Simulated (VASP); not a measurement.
Here is a VASP 6.6.1 calculation.

The input INCAR:

```
SYSTEM = TiO2
PREC = Accurate
ENCUT = 520
EDIFF = 1E-6
ISMEAR = 0
SIGMA = 0.02
LREAL = .False.
LASPH = .True.
NELM = 60
ALGO = Normal
ISIF = 2
LWAVE = .False.
LCHARG = .False.
GGA = PE
NBANDS = 33
```

The input KPOINTS:

```
regular mesh
0
Gamma
  10 10 10
  0 0 0
```

File POSCAR:

```
TiO2
1.0
   -1.8995999939      1.8995999939      4.8488731971
    1.8995999939     -1.8995999939      4.8488731971
    1.8995999939      1.8995999939     -4.8488731971
Ti O
2 4
Direct
    0.0000000000      0.0000000000      0.0000000000
    0.7500000000      0.2500000000      0.5000000000
    0.9564814579      0.4564814579      0.5000000000
    0.2064814579      0.2064814579      0.0000000000
    0.5435185421      0.0435185421      0.5000000000
    0.7935185421      0.7935185421      0.0000000000
```

Potentials or basis: VASP PAW PBE potentials, release 64 (Ti_sv, O).

The run is started by

```sh
$ cat potpaw_PBE.64/Ti_sv/POTCAR potpaw_PBE.64/O/POTCAR > POTCAR
$ mpirun -np 1 vasp_std > vasp.out
```

Q: Predict the band gap on the k mesh.

A: 2.11 eV, indirect (least direct gap 2.41 eV).

Q: Predict the largest force.

A: 0.020 eV/Å.

Forces in eV/Å, atoms in the order of the input:
```
Ti   0.000  0.000  0.000
Ti   0.000  0.000  0.000
O    0.000  0.000  0.020
O    0.000  0.000  0.020
O    0.000  0.000 -0.020
O    0.000  0.000 -0.020
```

A k mesh can miss the band edges. A hybrid or GW would open this gap; PBE tends to underestimate it.
